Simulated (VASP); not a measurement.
# PO4 (Pm-3m) in VASP: further runs

Runs on PO4. Level: PBE. Tasks: single point, relaxation of cell and atoms.

Everything below comes from runs of VASP 6.6.1. Logs are shortened: lines on timing, memory, paths and dates and some standing lists are left out, and cuts for length are marked.

## (1) The cell of the first run

Symmetry: Pm-3m, No. 221, cubic system. Conventional cell: a = 3.689 Å, b = 3.689 Å, c = 3.689 Å, α = 90.00°, β = 90.00°, γ = 90.00°. P (site symmetry m-3m) has 6 O at 1.84 Å within 2.4 Å. O (site symmetry 4/mmm) has 2 P at 1.84 Å within 2.4 Å. O (site symmetry m-3m) has 12 O at 2.61 Å and 8 P at 3.19 Å within 3.4 Å.

## (2) Single point, PBE

File INCAR:

```
PREC     = Accurate       # precision mode
ENCUT    = 520            # plane-wave cutoff, eV
EDIFF    = 1E-6           # SCF threshold, eV
ISMEAR   = 0              # smearing method
SIGMA    = 0.1            # smearing width, eV
LREAL    = F              # projectors in reciprocal space
LASPH    = T              # aspherical terms in the spheres
NELM     = 60             # most SCF steps
ALGO     = Normal         # electronic algorithm
ISIF     = 2              # what is computed and relaxed
LWAVE    = F              # write WAVECAR
LCHARG   = T              # write CHGCAR
GGA      = PE             # functional
LELF     = T              # ELF
LVHAR    = T            
NBANDS   = 22             # bands
```

File KPOINTS:

```
regular mesh
0
Gamma
  6 6 6
```

File POSCAR:

```
PO4
1.0
    3.6885759300      0.0000000000      0.0000000000
    0.0000000000      3.6885759300      0.0000000000
    0.0000000000      0.0000000000      3.6885759300
P O
1 4
Direct
    0.5000000000      0.5000000000      0.5000000000
    0.0000000000      0.5000000000      0.5000000000
    0.5000000000      0.5000000000      0.0000000000
    0.5000000000      0.0000000000      0.5000000000
    0.0000000000      0.0000000000      0.0000000000
```

Potentials or basis: VASP PAW PBE potentials, release 64 (P, O).

Started as:

```bash
$ cat potpaw_PBE.64/P/POTCAR potpaw_PBE.64/O/POTCAR > POTCAR
$ mpirun -np 1 vasp_std > vasp.out
```

OUTCAR:

```text
PREC = Accurate
   ENCUT = 520
   EDIFF = 1E-6
   ISMEAR = 0
   LREAL = F
   LASPH = T
   NELM = 60
   ISIF = 2
   GGA = PE

 ion  position               nearest neighbor table
   1  0.500  0.500  0.500-   2 1.84   3 1.84   4 1.84   3 1.84   4 1.84   2 1.84
   2  0.000  0.500  0.500-   1 1.84   1 1.84
   3  0.500  0.500  0.000-   1 1.84   1 1.84
   4  0.500  0.000  0.500-   1 1.84   1 1.84
   5  0.000  0.000  0.000-

  LATTYP: Found a simple cubic cell.
 ALAT       =     3.6885759300

  Lattice vectors:

 A1 = (   3.6885759300,   0.0000000000,   0.0000000000)
 A2 = (   0.0000000000,   3.6885759300,   0.0000000000)
 A3 = (   0.0000000000,   0.0000000000,   3.6885759300)

Analysis of symmetry for initial positions (statically):
=====================================================================
 Subroutine PRICEL returns:
 Original cell was already a primitive cell.

 Routine SETGRP: Setting up the symmetry group for a
 simple cubic supercell.

 Subroutine GETGRP returns: Found 48 space group operations
 (whereof 48 operations were pure point group operations)
 out of a pool of 48 trial point group operations.

The static configuration has the point symmetry O_h .

Analysis of symmetry for dynamics (positions and initial velocities):
=====================================================================
 Subroutine PRICEL returns:
 Original cell was already a primitive cell.

 Routine SETGRP: Setting up the symmetry group for a
 simple cubic supercell.

 Subroutine GETGRP returns: Found 48 space group operations
 (whereof 48 operations were pure point group operations)
 out of a pool of 48 trial point group operations.

The dynamic configuration has the point symmetry O_h .

 Subroutine INISYM returns: Found 48 space group operations
 (whereof 48 operations are pure point group operations),
 and found     1 'primitive' translations

----------------------------------------------------------------------------------------

                                     Primitive cell

  volume of cell :      50.1853

  direct lattice vectors                    reciprocal lattice vectors
     3.688575930  0.000000000  0.000000000     0.271107338  0.000000000  0.000000000
     0.000000000  3.688575930  0.000000000     0.000000000  0.271107338  0.000000000
     0.000000000  0.000000000  3.688575930     0.000000000  0.000000000  0.271107338

  length of vectors
     3.688575930  3.688575930  3.688575930     0.271107338  0.271107338  0.271107338

  position of ions in fractional coordinates (direct lattice)
     0.500000000  0.500000000  0.500000000
     0.000000000  0.500000000  0.500000000
     0.500000000  0.500000000  0.000000000
     0.500000000  0.000000000  0.500000000
     0.000000000  0.000000000  0.000000000

  ion indices of the primitive-cell ions
   primitive index   ion index
                 1           1
                 2           2
                 3           3
                 4           4
                 5           5

----------------------------------------------------------------------------------------

 KPOINTS: regular mesh

Automatic generation of k-mesh.
 Grid dimensions read from file:
 generate k-points for:    6    6    6

 Generating k-lattice:

  Cartesian coordinates                     Fractional coordinates (reciprocal lattice)
     0.045184556  0.000000000  0.000000000     0.166666667  0.000000000  0.000000000
     0.000000000  0.045184556  0.000000000     0.000000000  0.166666667  0.000000000
     0.000000000  0.000000000  0.045184556     0.000000000  0.000000000  0.166666667

  Length of vectors
     0.045184556  0.045184556  0.045184556

  Shift w.r.t. Gamma in fractional coordinates (k-lattice)
     0.000000000  0.000000000  0.000000000

 Subroutine IBZKPT returns following result:
 ===========================================

 Found     20 irreducible k-points:

 Following reciprocal coordinates:
            Coordinates               Weight
  0.000000  0.000000  0.000000      1.000000
  0.166667  0.000000  0.000000      6.000000
  0.333333  0.000000  0.000000      6.000000
  0.500000  0.000000  0.000000      3.000000
  0.166667  0.166667  0.000000     12.000000
  0.333333  0.166667  0.000000     24.000000
[... 12 lines left out ...]
  0.500000  0.500000  0.333333      6.000000
  0.500000  0.500000  0.500000      1.000000
   k-points           NKPTS =     20   k-points in BZ     NKDIM =     20   number of bands    NBANDS=     22
   number of dos      NEDOS =    301   number of ions     NIONS =      5
   total plane-waves  NPLWV =  21952
   dimension x,y,z NGX =    28 NGY =   28 NGZ =   28
   dimension x,y,z NGXF=    56 NGYF=   56 NGZF=   56
   ions per type =               1   4
   NGX,Y,Z   is equivalent  to a cutoff of  12.62, 12.62, 12.62 a.u.
   NGXF,Y,Z  is equivalent  to a cutoff of  25.24, 25.24, 25.24 a.u.
 SYSTEM =  unknown system
   PREC   = accura    normal or accurate (medium, high low for compatibility)
   ISTART =      0    job   : 0-new  1-cont  2-samecut
   ICHARG =      2    charge: 1-file 2-atom 10-const
   ISPIN  =      1    spin polarized calculation?
   LNONCOLLINEAR =      F non collinear calculations
   LSORBIT =      F    spin-orbit coupling
   LASPH  =      T    aspherical Exc in radial PAW
   ENCUT  =  520.0 eV  38.22 Ry    6.18 a.u.   6.86  6.86  6.86*2*pi/ulx,y,z
   NELM   =     60;   NELMIN=  2; NELMDL= -5     # of ELM steps
   EDIFF  = 0.1E-05   stopping-criterion for ELM
   LREAL  =      F    real-space projection
   EDIFFG = 0.1E-04   stopping-criterion for IOM
   NSW    =      0    number of steps for IOM
   IBRION =     -1    ionic relax: 0-MD 1-quasi-New 2-CG
   NFREE  =      0    steps in history (QN), initial steepest desc. (CG)
   ISIF   =      2    stress and relaxation
   ISYM   =      2    0-nonsym 1-usesym 2-fastsym
   POTIM  = 0.5000    time-step for ionic-motion
   TEBEG  =    0.0;   TEEND  =   0.0 temperature during run
   PSTRESS=    0.0 pullay stress
   NELECT =      29.0000    total number of electrons
   NUPDOWN=      -1.0000    fix difference up-down
   EMIN   =  10.00;   EMAX   =-10.00  energy-range for DOS
   EFERMI =   0.00;   METHOD = LEGACY
   ISMEAR =     0;   SIGMA  =   0.10  broadening in eV -4-tet -1-fermi 0-gaus
   EFERMI_NEDOS =   21; number of points for ismear=-14 and -15
   IALGO  =     38    algorithm
   IMIX   =      4    mixing-type and parameters
     AMIX     =   0.40;   BMIX     =  1.00
     AMIX_MAG =   1.60;   BMIX_MAG =  1.00
  volume/ion in A,a.u.               =      10.04        67.73
  Fermi-wavevector in a.u.,A,eV,Ry     =   1.363585  2.576801 25.298171  1.859363
  Thomas-Fermi vector in A             =   2.489975
   LORBIT       =      0    0 simple, 1 ext, 2 COOP (PROOUT), +10 PAW based schemes
   GGA     = PE    functional components
   LHFCALC =     F    Hartree Fock is set to
   AEXX    =    0.0000 exact exchange contribution
   IVDW    =     0    specifies the selected vdW correction
   LEPSILON=     F    determine dielectric tensor
   LRPA    =     F    only Hartree local field effects (RPA)
 non-spin polarized calculation
 Gauss-broadening in eV      SIGMA  =   0.10
  energy-cutoff  :      520.00
  volume of cell :       50.19
 maximum number of plane-waves:      1376
 NGX is ok and might be reduce to    28
   NGX = 13   NGY = 13   NGZ = 13

 number of electron      28.9999988 magnetization

 Free energy of the ion-electron system (eV)
  ---------------------------------------------------
  ext. energy  EPLUGINS =         0.00000000
  ---------------------------------------------------
  free energy    TOTEN  =       -23.76218606 eV

  energy without entropy =      -23.71634914  energy(sigma->0) =      -23.73926760

 E-fermi :   2.5801     XC(G=0): -10.9508

 val. band max:        2.5738129514   @ k =   0.1667   0.1667   0.0000
 cond. band min:       2.5842867105   @ k =   0.5000   0.1667   0.1667
 fundamental gap:      0.0104737590
 Fermi energy:         2.5801390431

 k-point     1 :       0.0000    0.0000    0.0000
  band No.  band energies     occupation
      1     -18.1416      2.00000
      2     -14.3337      2.00000
      3     -14.3337      2.00000
      4     -13.1498      2.00000
      5      -5.5224      2.00000
      6      -5.5224      2.00000
[... 14 lines left out ...]
     21      14.4087      0.00000
     22      14.7554      0.00000

 k-point     2 :       0.1667    0.0000    0.0000
  band No.  band energies     occupation
      1     -17.9786      2.00000
      2     -14.5964      2.00000
      3     -14.3263      2.00000
      4     -13.1745      2.00000
      5      -5.5882      2.00000
      6      -5.4382      2.00000
[... 14 lines left out ...]
     21      14.1830      0.00000
     22      14.8931      0.00000

 k-point     3 :       0.3333    0.0000    0.0000
  band No.  band energies     occupation
      1     -17.5496      2.00000
      2     -15.2501      2.00000
      3     -14.3112      2.00000
      4     -13.1770      2.00000
      5      -5.7426      2.00000
      6      -5.2544      2.00000
[... 14 lines left out ...]
     21      14.4323      0.00000
     22      16.0303      0.00000
[... 376 lines left out ...]
 k-point    19 :       0.5000    0.5000    0.3333
  band No.  band energies     occupation
      1     -15.6320      2.00000
      2     -15.4286      2.00000
      3     -15.4286      2.00000
      4     -13.3193      2.00000
      5     -10.6148      2.00000
      6      -1.9486      2.00000
[... 14 lines left out ...]
     21      18.2110      0.00000
     22      19.1589      0.00000

 k-point    20 :       0.5000    0.5000    0.5000
  band No.  band energies     occupation
      1     -15.4100      2.00000
      2     -15.4100      2.00000
      3     -15.4100      2.00000
      4     -13.2984      2.00000
      5     -11.2029      2.00000
      6      -2.1577      2.00000
[... 14 lines left out ...]
     21      18.1921      0.00000
     22      19.6567      0.00000

------------------------ aborting loop because EDIFF is reached ----------------------------------------

  FORCE on cell =-STRESS in cart. coord.  units (eV):
  Direction    XX          YY          ZZ          XY          YZ          ZX
  --------------------------------------------------------------------------------------
  -------------------------------------------------------------------------------------
  Total       -9.4313584     -9.4313584     -9.4313584     -0.0000000      0.0000000     -0.0000000
  in kB     -301.0985399   -301.0985399   -301.0985399     -0.0000000      0.0000000     -0.0000000
  external PRESSURE =    -301.0985399 kB  Pullay stress =       0.0000000 kB

 VOLUME and BASIS-vectors are now :
 -----------------------------------------------------------------------------
  energy-cutoff  :      520.00
  volume of cell :       50.19
      direct lattice vectors                 reciprocal lattice vectors
     3.688575930  0.000000000  0.000000000     0.271107338  0.000000000  0.000000000
     0.000000000  3.688575930  0.000000000     0.000000000  0.271107338  0.000000000
     0.000000000  0.000000000  3.688575930     0.000000000  0.000000000  0.271107338

 POSITION                                       TOTAL-FORCE (eV/Angst)
 -----------------------------------------------------------------------------------
      1.84429      1.84429      1.84429         0.000000      0.000000      0.000000
      0.00000      1.84429      1.84429         0.000000      0.000000      0.000000
      1.84429      1.84429      0.00000         0.000000      0.000000      0.000000
      1.84429      0.00000      1.84429         0.000000      0.000000      0.000000
      0.00000      0.00000      0.00000         0.000000      0.000000      0.000000
 -----------------------------------------------------------------------------------
    total drift:                                0.000000      0.000000      0.000000

  FREE ENERGIE OF THE ION-ELECTRON SYSTEM (eV)
  ---------------------------------------------------
  free  energy   TOTEN  =       -23.7621860564 eV

  energy  without entropy=      -23.7163491354  energy(sigma->0) =      -23.73926760
```

It took 29 s on 1 thread of Oxide Virtual Turin-like, shared host; peak memory 0.12 GiB.

What came out:

| Property | Result |
| --- | --- |
| Free energy | -23.7622 eV |
| Pressure | -30.1 GPa |

Levels at points of the mesh, in eV from the Fermi level:
| k point | band 11 | band 12 | band 13 | band 14 | band 15 | band 16 | band 17 | band 18 |
| --- | --- | --- | --- | --- | --- | --- | --- | --- |
| (0.00, 0.00, 0.00) | -2.05 | -1.04 | -1.04 | -1.04 | 0.45 | 0.45 | 0.45 | 11.49 |
| (0.50, 0.00, 0.00) | -1.38 | -1.10 | -1.05 | -1.05 | -0.07 | -0.07 | 2.21 | 6.80 |
| (0.50, 0.50, 0.00) | -1.96 | -1.96 | -0.93 | 0.08 | 0.08 | 0.12 | 4.97 | 5.77 |
| (0.50, 0.50, 0.50) | 0.13 | 0.13 | 0.13 | 0.23 | 0.23 | 0.23 | 4.58 | 4.58 |

Caveat: an odd number of electrons without spin polarisation forces a metal; a magnetic or distorted state may lie lower.

## (3) Single point, PBE, collinear spin, ferromagnetic start

This run uses another cell than the first one, of 7.97 Å³/atom, 0.795 times its volume.

File INCAR:

```
ALGO = Normal
EDIFF = 1E-6
ENCUT = 520
GGA = PE
ISIF = 2
ISMEAR = 0
ISPIN = 2
LASPH = True
LCHARG = False
LORBIT = 11
LREAL = False
LWAVE = False
MAGMOM = 0 1 1 1 1
NBANDS = 26
NELM = 150
PREC = Accurate
SIGMA = 0.1
```

File KPOINTS:

```
k-points
0
Gamma
  6 6 6
```

POSCAR: that of step 2 with these lines changed.

```diff
@@ -2,5 +2,5 @@
 1.0
-    3.6885759300      0.0000000000      0.0000000000
-    0.0000000000      3.6885759300      0.0000000000
-    0.0000000000      0.0000000000      3.6885759300
+    3.4163172746      0.0000000000      0.0000000000
+    0.0000000000      3.4163172746      0.0000000000
+    0.0000000000      0.0000000000      3.4163172746
 P O
```

Potentials or basis: VASP PAW PBE potentials, release 64 (P, O).

Started as:

```bash
$ cat potpaw_PBE.64/P/POTCAR potpaw_PBE.64/O/POTCAR > POTCAR
$ mpirun -np 1 vasp_std > vasp.out
```

Wall time 45 s (1 thread of Oxide Virtual Turin-like, shared host); peak memory 0.14 GiB.

Results (log left out):

| Property | Result |
| --- | --- |
| Free energy | -26.0216 eV |
| Pressure | -0.8 GPa |
| Band gap on the k mesh | zero (filled and empty bands overlap) |
| Net moment | 3.01 μB per cell |
| Site moments | P -0.01; O +0.32, +1.67 μB |
| Valence electrons inside the program's atomic spheres | P 2.02; O 5.11, 4.59 |

Levels at points of the mesh, in eV from the Fermi level:
Spin up:
| k point | band 12 | band 13 | band 14 | band 15 | band 16 | band 17 | band 18 | band 19 | band 20 | band 21 |
| --- | --- | --- | --- | --- | --- | --- | --- | --- | --- | --- |
| (0.00, 0.00, 0.00) | -1.90 | -1.90 | -0.63 | -0.63 | -0.63 | -0.10 | 11.30 | 11.30 | 11.30 | 13.07 |
| (0.50, 0.00, 0.00) | -2.46 | -1.85 | -1.85 | -1.71 | -1.71 | 4.70 | 9.37 | 11.99 | 14.29 | 14.29 |
| (0.50, 0.50, 0.00) | -3.24 | -3.24 | -1.36 | -1.36 | -0.29 | 8.04 | 8.04 | 8.06 | 13.05 | 15.95 |
| (0.50, 0.50, 0.50) | -1.59 | -1.59 | -0.26 | -0.26 | -0.26 | 6.58 | 6.58 | 6.58 | 11.72 | 16.31 |
Spin down:
```
           k point  band 9  band 10  band 11  band 12  band 13  band 14  band 15  band 16  band 17  band 18
(0.00, 0.00, 0.00)   -2.31    -2.31    -1.19    -1.19    -1.19     0.16     1.49     1.49     1.49    11.35
(0.50, 0.00, 0.00)   -3.43    -2.77    -1.80    -1.19    -1.19    -0.63     0.77     0.77     4.99     9.59
(0.50, 0.50, 0.00)   -3.61    -3.61    -2.63    -2.63    -0.42     0.50     1.01     1.01     8.25     8.25
(0.50, 0.50, 0.50)   -4.40    -4.40     0.53     0.53     0.53     1.30     1.30     1.30     6.74     6.74
```

## (4) Single point, PBE, collinear spin, ferromagnetic start

File INCAR:

```
PREC = Accurate ; ENCUT = 520
EDIFF = 1E-6 ; ISMEAR = 0
SIGMA = 0.1 ; LREAL = F
LASPH = T ; NELM = 150
ALGO = Normal ; ISIF = 2
LWAVE = F ; LCHARG = F
ISPIN = 2 ; MAGMOM = 0 1 1 1 1
LORBIT = 11 ; GGA = PE
NBANDS = 26
```

File KPOINTS:

```
regular mesh
0
Gamma
  6 6 6
```

POSCAR: that of step 3 with these lines changed.

```diff
@@ -2,5 +2,5 @@
 1.0
-    3.4163172746      0.0000000000      0.0000000000
-    0.0000000000      3.4163172746      0.0000000000
-    0.0000000000      0.0000000000      3.4163172746
+    3.6885759300      0.0000000000      0.0000000000
+    0.0000000000      3.6885759300      0.0000000000
+    0.0000000000      0.0000000000      3.6885759300
 P O
```

Started as:

```bash
$ cat potpaw_PBE.64/P/POTCAR potpaw_PBE.64/O/POTCAR > POTCAR
$ mpirun -np 1 vasp_std > vasp.out
```

It took 52 s on 1 thread of Oxide Virtual Turin-like, shared host; peak memory 0.15 GiB.

The run converged. Its results:

```yaml
Free_energy: -24.9283 eV
Pressure: -25.0 GPa
Net_moment: 3.25 μB per cell
Site_moments: P -0.01; O +0.36, +1.70 μB
Valence_electrons_inside_the_program's_atomic_spheres: P 1.93; O 4.94, 4.53
```

Levels at points of the mesh, in eV from the Fermi level:
Spin up:
| k point | band 14 | band 15 | band 16 | band 17 | band 18 | band 19 |
| --- | --- | --- | --- | --- | --- | --- |
| (0.00, 0.00, 0.00) | -1.56 | -0.90 | -0.90 | -0.90 | 11.06 | 11.25 |
| (0.50, 0.00, 0.00) | -1.71 | -1.55 | -1.55 | 2.01 | 6.60 | 11.11 |
| (0.50, 0.50, 0.00) | -1.58 | -1.58 | -0.42 | 4.79 | 5.58 | 5.58 |
| (0.50, 0.50, 0.50) | -0.41 | -0.41 | -0.41 | 4.41 | 4.41 | 4.41 |
Spin down:
```
           k point  band 9  band 10  band 11  band 12  band 13  band 14  band 15  band 16  band 17  band 18
(0.00, 0.00, 0.00)   -1.68    -1.68    -1.68    -0.76    -0.76    -0.76     1.11     1.11     1.11    11.27
(0.50, 0.00, 0.00)   -2.36    -2.36    -1.15    -0.79    -0.79    -0.42     0.62     0.62     2.32     6.84
(0.50, 0.50, 0.00)   -2.75    -2.75    -1.75    -1.75    -0.20     0.45     0.75     0.75     5.07     5.80
(0.50, 0.50, 0.50)   -3.52    -3.52     0.47     0.47     0.47     0.98     0.98     0.98     4.55     4.55
```

[end of part 1 of 2]
